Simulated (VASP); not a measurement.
SnO:

```
Sn O
1.0
     3.81370    0.00000    0.00000
     0.00000    3.81370    0.00000
     0.00000    0.00000    4.88691
Sn O
2 2
Direct
  0.50000 0.00000 0.76463
  0.00000 0.50000 0.23537
  0.00000 0.00000 0.00000
  0.50000 0.50000 0.00000
```

| Item | Value |
| --- | --- |
| Program | VASP 6.6.1 |
| Task | relaxation of cell and atoms |
| Functional | PBEsol |
| Dispersion | D4 |
| Potentials or basis | VASP PAW PBE potentials, release 64 (Sn_d, O) |
| Cutoff | 600 eV |
| k mesh | 7 × 7 × 6 |
| Occupations | fermi-dirac, width 0.05 eV |
| Spin | no spin polarisation |

At the start: pressure -1.7 GPa; volume 17.77 Å³/atom.

**Question.** Where does the relaxation end?

**Answer.** Over 10 steps the energy falls by 11.7 meV/atom and the volume is 16.42 Å³/atom (-7.6 %); space group P4/nmm (No. 129, to 0.1 Å) before and after.

Step by step:
| step | energy change (eV) | largest force (eV/Å) | pressure (GPa) | volume (Å³) |
| --- | --- | --- | --- | --- |
| 1 | 0.0000 | 0.1606 | -1.69 | 71.08 |
| 2 | -0.0124 | 0.4079 | 0.39 | 69.17 |
| 3 | -0.0125 | 0.4331 | 0.61 | 68.98 |
| 4 | -0.0225 | 0.2943 | 0.46 | 68.36 |
| 5 | -0.0345 | 0.0683 | 0.04 | 66.72 |
| 6 | -0.0410 | 0.0544 | -0.02 | 66.42 |
| 7 | -0.0466 | 0.0342 | -0.08 | 65.91 |
| 8 | -0.0470 | 0.0288 | -0.09 | 65.73 |
| 9 | -0.0469 | 0.0265 | 0.18 | 65.63 |
| 10 | -0.0470 | 0.0045 | 0.00 | 65.69 |

Final structure:
```
Sn O
1.0
     3.78035    0.00000    0.00000
     0.00000    3.78035    0.00000
     0.00000    0.00000    4.59626
Sn O
2 2
Direct
  0.50000 0.00000 0.74786
  0.00000 0.50000 0.25214
  0.00000 0.00000 0.00000
  0.50000 0.50000 0.00000
```

Caveat: the PAW data sets were made with another functional, which shifts forces and pressure a little.
